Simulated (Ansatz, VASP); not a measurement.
## One calculation of BeS, two programs

```
Be S
1.0
     0.00000    2.19924    2.19924
     2.19924    0.00000    2.19924
     2.19924    2.19924    0.00000
Be S
1 1
Direct
  0.00000 0.00000 0.00000
  0.50000 0.50000 0.50000
```

Change from the starting cell: volume scaled by 0.9, PAW files.

Alike in both runs: task single point; functional LDA; k mesh 17 × 17 × 17; occupations fermi-dirac, width 0.08 eV; no spin polarisation.

```csv
,VASP,Ansatz
version,VASP 6.6.1,Ansatz 0.2.0
potentials or method,"VASP PAW LDA potentials, release 64 (Be, S)","PAW with Ansatz's default frozen-core files, scalar-relativistic"
plane-wave cutoff (eV),600,420
valence electrons in the cell,8,8
```

```tsv
	VASP	Ansatz	Ansatz less VASP
pressure (GPa)	15.4	15.3	-0.10
```

LDA's correlation is that of Perdew and Zunger in VASP and of Perdew and Wang (1992) in Ansatz.
